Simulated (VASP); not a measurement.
# PtS2 (P-3m1) in VASP: further runs

PtS2 is run at these levels: PBE; tasks: single point, relaxation of cell and atoms.

Program: VASP 6.6.1. These are calculated values, not measurements. Logs are shortened: lines on timing, memory, paths and dates and some standing lists are left out, and cuts for length are marked.

## Step 1: The cell of the first run

It takes space group P-3m1 (No. 164, trigonal). The conventional cell has a = 3.577 Å, b = 3.577 Å, c = 6.497 Å, α = 90.00°, β = 90.00°, γ = 120.00°. Within 3.2 Å of Pt (site symmetry -3m) lie 6 S at 2.40 Å. Within 3.2 Å of S (site symmetry 3m) lie 3 Pt at 2.40 Å.

## Step 2: Single point, PBE

File INCAR:

```
SYSTEM = PtS2
PREC = Accurate
ENCUT = 520
EDIFF = 1E-6
ISMEAR = 0
SIGMA = 0.02
LREAL = .False.
LASPH = .True.
NELM = 60
ALGO = Normal
ISIF = 2
LWAVE = .False.
LCHARG = .True.
GGA = PE
LELF = .True.
LVHAR = .True.
NBANDS = 18
```

File KPOINTS:

```
Automatic mesh
0
Gamma
  12 12 4
  0 0 0
```

File POSCAR:

```
PtS2
1.0
    3.5765169692      0.0000000000      0.0000000000
   -1.7882584846      3.0973545524      0.0000000000
    0.0000000000      0.0000000000      6.4970098666
Pt S
1 2
Direct
    0.0000000000      0.0000000000      0.0000000000
    0.3333333333      0.6666666667      0.1889488084
    0.6666666667      0.3333333333      0.8110511916
```

Potentials or basis: VASP PAW PBE potentials, release 64 (Pt, S).

Launch:

```bash
$ cat potpaw_PBE.64/Pt/POTCAR potpaw_PBE.64/S/POTCAR > POTCAR
$ mpirun -np 1 vasp_std > vasp.out
```

OUTCAR:

```text
SYSTEM = PtS2
   PREC = Accurate
   ENCUT = 520
   EDIFF = 1E-6
   ISMEAR = 0
   LREAL = .False.
   LASPH = .True.
   NELM = 60
   ISIF = 2
   GGA = PE

 ion  position               nearest neighbor table
   1  0.000  0.000  0.000-   2 2.40   3 2.40   3 2.40   2 2.40   3 2.40   2 2.40
   2  0.333  0.667  0.189-   1 2.40   1 2.40   1 2.40
   3  0.667  0.333  0.811-   1 2.40   1 2.40   1 2.40

  LATTYP: Found a hexagonal cell.
 ALAT       =     3.5765169692
 C/A-ratio  =     1.8165745955

  Lattice vectors:

 A1 = (   3.5765169692,   0.0000000000,   0.0000000000)
 A2 = (  -1.7882584846,   3.0973545524,   0.0000000000)
 A3 = (   0.0000000000,   0.0000000000,   6.4970098666)

Analysis of symmetry for initial positions (statically):
=====================================================================
 Subroutine PRICEL returns:
 Original cell was already a primitive cell.

 Routine SETGRP: Setting up the symmetry group for a
 hexagonal supercell.

 Subroutine GETGRP returns: Found 12 space group operations
 (whereof 12 operations were pure point group operations)
 out of a pool of 24 trial point group operations.

The static configuration has the point symmetry D_3d.

Analysis of symmetry for dynamics (positions and initial velocities):
=====================================================================
 Subroutine PRICEL returns:
 Original cell was already a primitive cell.

 Routine SETGRP: Setting up the symmetry group for a
 hexagonal supercell.

 Subroutine GETGRP returns: Found 12 space group operations
 (whereof 12 operations were pure point group operations)
 out of a pool of 24 trial point group operations.

The dynamic configuration has the point symmetry D_3d.

 Subroutine INISYM returns: Found 12 space group operations
 (whereof 12 operations are pure point group operations),
 and found     1 'primitive' translations

----------------------------------------------------------------------------------------

                                     Primitive cell

  volume of cell :      71.9722

  direct lattice vectors                    reciprocal lattice vectors
     3.576516969  0.000000000  0.000000000     0.279601637  0.161428080  0.000000000
    -1.788258485  3.097354552  0.000000000     0.000000000  0.322856161  0.000000000
     0.000000000  0.000000000  6.497009867     0.000000000  0.000000000  0.153916959

  length of vectors
[... 84 lines left out ...]
   EDIFF  = 0.1E-05   stopping-criterion for ELM
   LREAL  =      F    real-space projection
   EDIFFG = 0.1E-04   stopping-criterion for IOM
   NSW    =      0    number of steps for IOM
   IBRION =     -1    ionic relax: 0-MD 1-quasi-New 2-CG
   NFREE  =      0    steps in history (QN), initial steepest desc. (CG)
   ISIF   =      2    stress and relaxation
   ISYM   =      2    0-nonsym 1-usesym 2-fastsym
   POTIM  = 0.5000    time-step for ionic-motion
   TEBEG  =    0.0;   TEEND  =   0.0 temperature during run
   PSTRESS=    0.0 pullay stress
   NELECT =      22.0000    total number of electrons
   NUPDOWN=      -1.0000    fix difference up-down
   EMIN   =  10.00;   EMAX   =-10.00  energy-range for DOS
   EFERMI =   0.00;   METHOD = LEGACY
   ISMEAR =     0;   SIGMA  =   0.02  broadening in eV -4-tet -1-fermi 0-gaus
   EFERMI_NEDOS =   21; number of points for ismear=-14 and -15
   IALGO  =     38    algorithm
   IMIX   =      4    mixing-type and parameters
     AMIX     =   0.40;   BMIX     =  1.00
     AMIX_MAG =   1.60;   BMIX_MAG =  1.00
  volume/ion in A,a.u.               =      23.99       161.90
  Fermi-wavevector in a.u.,A,eV,Ry     =   1.102793  2.083977 16.546769  1.216153
  Thomas-Fermi vector in A             =   2.239242
   LORBIT       =      0    0 simple, 1 ext, 2 COOP (PROOUT), +10 PAW based schemes
   GGA     = PE    functional components
   LHFCALC =     F    Hartree Fock is set to
   AEXX    =    0.0000 exact exchange contribution
   IVDW    =     0    specifies the selected vdW correction
   LEPSILON=     F    determine dielectric tensor
   LRPA    =     F    only Hartree local field effects (RPA)
 non-spin polarized calculation
 Gauss-broadening in eV      SIGMA  =   0.02
  energy-cutoff  :      520.00
  volume of cell :       71.97
 maximum number of plane-waves:      1962
 NGX is ok and might be reduce to    28
   NGX = 13   NGY = 13   NGZ = 25

 number of electron      21.9999995 magnetization

 Free energy of the ion-electron system (eV)
  ---------------------------------------------------
  ext. energy  EPLUGINS =         0.00000000
  ---------------------------------------------------
  free energy    TOTEN  =       -15.46555718 eV

  energy without entropy =      -15.46555718  energy(sigma->0) =      -15.46555718

 E-fermi :   3.1702     XC(G=0):  -8.8810

 val. band max:        3.0781528446   @ k =   0.1667   0.1667   0.0000
 cond. band min:       4.5777288479   @ k =   0.0000   0.2500   0.2500
 fundamental gap:      1.4995760033
 Fermi energy:         3.1702061139

 k-point     1 :       0.0000    0.0000    0.0000
  band No.  band energies     occupation
      1     -11.0109      2.00000
      2      -8.7687      2.00000
      3      -2.5518      2.00000
      4      -2.5518      2.00000
      5      -2.2913      2.00000
      6       0.1245      2.00000
[... 481 lines left out ...]
      5      -1.8848      2.00000
      6      -0.4453      2.00000
[... 10 lines left out ...]
     17      12.0286      0.00000
     18      12.8308      0.00000

 [... further k-points ...]

------------------------ aborting loop because EDIFF is reached ----------------------------------------

  FORCE on cell =-STRESS in cart. coord.  units (eV):
  Direction    XX          YY          ZZ          XY          YZ          ZX
  --------------------------------------------------------------------------------------
  -------------------------------------------------------------------------------------
  Total       -0.1768430     -0.1768430     -0.1156904      0.0000000     -0.0000000      0.0000000
  in kB       -3.9367116     -3.9367116     -2.5753919      0.0000000     -0.0000000      0.0000000
  external PRESSURE =      -3.4829384 kB  Pullay stress =       0.0000000 kB

 VOLUME and BASIS-vectors are now :
 -----------------------------------------------------------------------------
  energy-cutoff  :      520.00
  volume of cell :       71.97
      direct lattice vectors                 reciprocal lattice vectors
     3.576516969  0.000000000  0.000000000     0.279601637  0.161428080  0.000000000
    -1.788258485  3.097354552  0.000000000     0.000000000  0.322856161  0.000000000
     0.000000000  0.000000000  6.497009867     0.000000000  0.000000000  0.153916959

 POSITION                                       TOTAL-FORCE (eV/Angst)
 -----------------------------------------------------------------------------------
      0.00000      0.00000      0.00000        -0.000000      0.000000      0.000000
     -0.00000      2.06490      1.22760         0.000000      0.000000     -0.036363
      1.78826      1.03245      5.26941        -0.000000     -0.000000      0.036363
 -----------------------------------------------------------------------------------
    total drift:                               -0.000000     -0.000000      0.000000

  FREE ENERGIE OF THE ION-ELECTRON SYSTEM (eV)
  ---------------------------------------------------
  free  energy   TOTEN  =       -15.4655571836 eV

  energy  without entropy=      -15.4655571836  energy(sigma->0) =      -15.46555718
```

OSZICAR:

```text
N       E                     dE             d eps       ncg     rms          rms(c)
DAV:   1     0.116674615930E+03    0.11667E+03   -0.99059E+03  2508   0.105E+03
DAV:   2    -0.104159418906E+02   -0.12709E+03   -0.12238E+03  3120   0.213E+02
DAV:   3    -0.167564356574E+02   -0.63405E+01   -0.62982E+01  3146   0.492E+01
DAV:   4    -0.168435698616E+02   -0.87134E-01   -0.87078E-01  3344   0.622E+00
DAV:   5    -0.168454811351E+02   -0.19113E-02   -0.19111E-02  3184   0.878E-01    0.170E+01
DAV:   6    -0.157374364561E+02    0.11080E+01   -0.63500E+00  2586   0.243E+01    0.111E+01
DAV:   7    -0.154854713163E+02    0.25197E+00   -0.13008E+00  2600   0.113E+01    0.541E+00
DAV:   8    -0.154692501591E+02    0.16221E-01   -0.76922E-02  2876   0.189E+00    0.110E+00
DAV:   9    -0.154652372562E+02    0.40129E-02   -0.11207E-02  3002   0.106E+00    0.245E-01
DAV:  10    -0.154654962202E+02   -0.25896E-03   -0.18403E-03  3016   0.264E-01    0.957E-02
DAV:  11    -0.154655546458E+02   -0.58426E-04   -0.88235E-05  2880   0.828E-02    0.446E-02
DAV:  12    -0.154655554578E+02   -0.81206E-06   -0.14471E-05  2906   0.357E-02    0.117E-02
DAV:  13    -0.154655568750E+02   -0.14171E-05   -0.21244E-06  2838   0.993E-03    0.381E-03
DAV:  14    -0.154655571836E+02   -0.30861E-06   -0.28730E-07  2060   0.405E-03
   1 F= -.15465557E+02 E0= -.15465557E+02  d E =-.812687E-13
```

Wall time 63 s (1 thread of Intel Xeon 6975P-C, shared host); peak memory 0.24 GiB.

What came out:

```yaml
Free_energy: -15.4656 eV
Pressure: -0.3 GPa
Largest_force: 0.036 eV/Å
Band_gap_on_the_k_mesh: 1.50 eV, indirect (least direct gap 1.57 eV)
```

Forces on the atoms (eV/Å):
```
Pt   0.000  0.000  0.000
S    0.000  0.000 -0.036
S    0.000  0.000  0.036
```

Stress tensor (GPa, compression positive):
```
-0.39  0.00  0.00
 0.00 -0.39  0.00
 0.00  0.00 -0.26
```

Caveat: spin-orbit coupling is left out, which moves the levels of the heavy elements; this functional lacks dispersion, which binds the layers, so the pressure and a relaxed spacing across them are unreliable.

## Step 3: Relaxation of cell and atoms, PBE

File INCAR:

```
PREC = Accurate
ENCUT = 600
EDIFF = 1E-6
ISMEAR = 0
SIGMA = 0.02
LREAL = F
LASPH = T
NELM = 80
ALGO = Normal
ISIF = 3
LWAVE = F
LCHARG = F
GGA = PE
IBRION = 2
NSW = 100
EDIFFG = -0.01
```

File KPOINTS:

```
Automatic mesh
0
Gamma
  12 12 4
```

POSCAR is that of step 2.

Potentials or basis: VASP PAW PBE potentials, release 64 (Pt, S).

Launch:

```bash
$ cat potpaw_PBE.64/Pt/POTCAR potpaw_PBE.64/S/POTCAR > POTCAR
$ mpirun -np 1 vasp_std > vasp.out
```

OUTCAR:

```text
PREC = Accurate
   ENCUT = 600
   EDIFF = 1E-6
   ISMEAR = 0
   LREAL = F
   LASPH = T
   NELM = 80
   ISIF = 3
   GGA = PE
   IBRION = 2
   NSW = 100
   EDIFFG = -0.01

 ion  position               nearest neighbor table
   1  0.000  0.000  0.000-   2 2.40   3 2.40   3 2.40   2 2.40   3 2.40   2 2.40
   2  0.333  0.667  0.189-   1 2.40   1 2.40   1 2.40
   3  0.667  0.333  0.811-   1 2.40   1 2.40   1 2.40

  LATTYP: Found a hexagonal cell.
 ALAT       =     3.5765169692
 C/A-ratio  =     1.8165745955

  Lattice vectors:

 A1 = (   3.5765169692,   0.0000000000,   0.0000000000)
 A2 = (  -1.7882584846,   3.0973545524,   0.0000000000)
 A3 = (   0.0000000000,   0.0000000000,   6.4970098666)

Analysis of symmetry for initial positions (statically):
=====================================================================
 Subroutine PRICEL returns:
 Original cell was already a primitive cell.

 Routine SETGRP: Setting up the symmetry group for a
 hexagonal supercell.

 Subroutine GETGRP returns: Found 12 space group operations
 (whereof 12 operations were pure point group operations)
 out of a pool of 24 trial point group operations.

The static configuration has the point symmetry D_3d.

Analysis of symmetry for dynamics (positions and initial velocities):
[... 235 lines left out ...]
--------------------------------------- Ionic step        3  -------------------------------------------

 number of electron      22.0000003 magnetization

 Free energy of the ion-electron system (eV)
  ---------------------------------------------------
  ext. energy  EPLUGINS =         0.00000000
  ---------------------------------------------------
  free energy    TOTEN  =       -15.46628292 eV

  energy without entropy =      -15.46628292  energy(sigma->0) =      -15.46628292

 E-fermi :   3.2479     XC(G=0):  -8.8910

 val. band max:        3.1057924621   @ k =   0.1667   0.1667   0.0000
 cond. band min:       4.6099524668   @ k =   0.0000   0.2500   0.2500
 fundamental gap:      1.5041600047
 Fermi energy:         3.2479392673

 k-point     1 :       0.0000    0.0000    0.0000
  band No.  band energies     occupation
      1     -11.0076      2.00000
      2      -8.7503      2.00000
      3      -2.5481      2.00000
      4      -2.5481      2.00000
      5      -2.2832      2.00000
      6       0.1374      2.00000
      7       0.1374      2.00000
      8       2.0711      2.00000
      9       2.6876      2.00000
     10       2.7050      2.00000
     11       2.7050      2.00000
     12       6.1649      0.00000
     13       6.1649      0.00000
     14       8.4186      0.00000
[... 401 lines left out ...]
      2      -8.8562      2.00000
      3      -2.4985      2.00000
      4      -2.3483      2.00000
      5      -1.8753      2.00000
      6      -0.4334      2.00000
      7      -0.0796      2.00000
      8       1.2522      2.00000
      9       2.6437      2.00000
     10       2.7673      2.00000
     11       3.0913      2.00000
     12       4.9966      0.00000
     13       5.8260      0.00000
     14       9.7304      0.00000
     15       9.8519      0.00000

 [... further k-points ...]
[... 5 lines left out ...]
  --------------------------------------------------------------------------------------
  -------------------------------------------------------------------------------------
  Total       -0.0000222     -0.0000222      0.0060151      0.0000000      0.0000000      0.0000000
  in kB       -0.0004954     -0.0004954      0.1342463      0.0000000      0.0000000      0.0000000
  external PRESSURE =       0.0444185 kB  Pullay stress =       0.0000000 kB
[... 18 lines left out ...]
  FREE ENERGIE OF THE ION-ELECTRON SYSTEM (eV)
  ---------------------------------------------------
  free  energy   TOTEN  =       -15.4662829237 eV

  energy  without entropy=      -15.4662829237  energy(sigma->0) =      -15.46628292

 reached required accuracy - stopping structural energy minimisation
```

OSZICAR:

```text
N       E                     dE             d eps       ncg     rms          rms(c)
DAV:   1     0.137568858560E+03    0.13757E+03   -0.11039E+04  2086   0.143E+03
DAV:   2    -0.931754513660E+01   -0.14689E+03   -0.14320E+03  2631   0.258E+02
DAV:   3    -0.167362281238E+02   -0.74187E+01   -0.73735E+01  2749   0.626E+01
[... 24 lines left out ...]
DAV:   3    -0.154663777291E+02    0.31771E-03   -0.56126E-04  2238   0.268E-01    0.101E-01
DAV:   4    -0.154662888633E+02    0.88866E-04   -0.51458E-04  2280   0.135E-01    0.418E-02
DAV:   5    -0.154662858661E+02    0.29972E-05   -0.20034E-05  2511   0.402E-02    0.266E-02
DAV:   6    -0.154662834327E+02    0.24334E-05   -0.46253E-06  2378   0.205E-02    0.511E-03
DAV:   7    -0.154662829237E+02    0.50896E-06   -0.46014E-07  1175   0.821E-03
   3 F= -.15466283E+02 E0= -.15466283E+02  d E =-.213867E-03
```

Wall time 2.9 min (1 thread of Intel Xeon 6975P-C, shared host); peak memory 0.29 GiB.

Results:

* Free energy: -15.4663 eV
* Relaxed volume: 23.93 Å³/atom
* Relaxed cell: a = 3.573 Å, b = 3.573 Å, c = 6.493 Å, α = 90.00°, β = 90.00°, γ = 120.00°
* Space group after relaxing (to 0.05 Å): P-3m1 (No. 164)
* Energy gained by relaxing: 0.1 meV/atom
* Ionic steps: 3
* Pressure after relaxing: 0.0 GPa
* Largest force after relaxing: 0.004 eV/Å
* Band gap on the k mesh: 1.50 eV, indirect (least direct gap 1.58 eV)

Forces in eV/Å, atoms in the order of the input:
```
Pt   0.000  0.000  0.000
S    0.000  0.000  0.004
S    0.000  0.000 -0.004
```

Step by step:
| step | energy change (eV) | largest force (eV/Å) | pressure (GPa) | volume (Å³) |
| --- | --- | --- | --- | --- |
| 1 | 0.0000 | 0.0376 | -0.31 | 71.97 |
| 2 | 0.0004 | 0.0727 | 0.51 | 71.49 |
| 3 | -0.0002 | 0.0037 | 0.00 | 71.79 |

Final structure:
```xyz
3
Lattice="3.5730 0.0000 0.0000 -1.7865 3.0943 0.0000 0.0000 0.0000 6.4931" Properties=species:S:1:pos:R:3 pbc="T T T"
Pt    0.0000    0.0000    0.0000
S     0.0000    2.0629    1.2262
S     1.7865    1.0314    5.2669
```

Caveat: spin-orbit coupling is left out, which moves the levels of the heavy elements; this functional lacks dispersion, which binds the layers, so the pressure and a relaxed spacing across them are unreliable. PBE gaps usually lie below the measured ones, often by a third to a half.
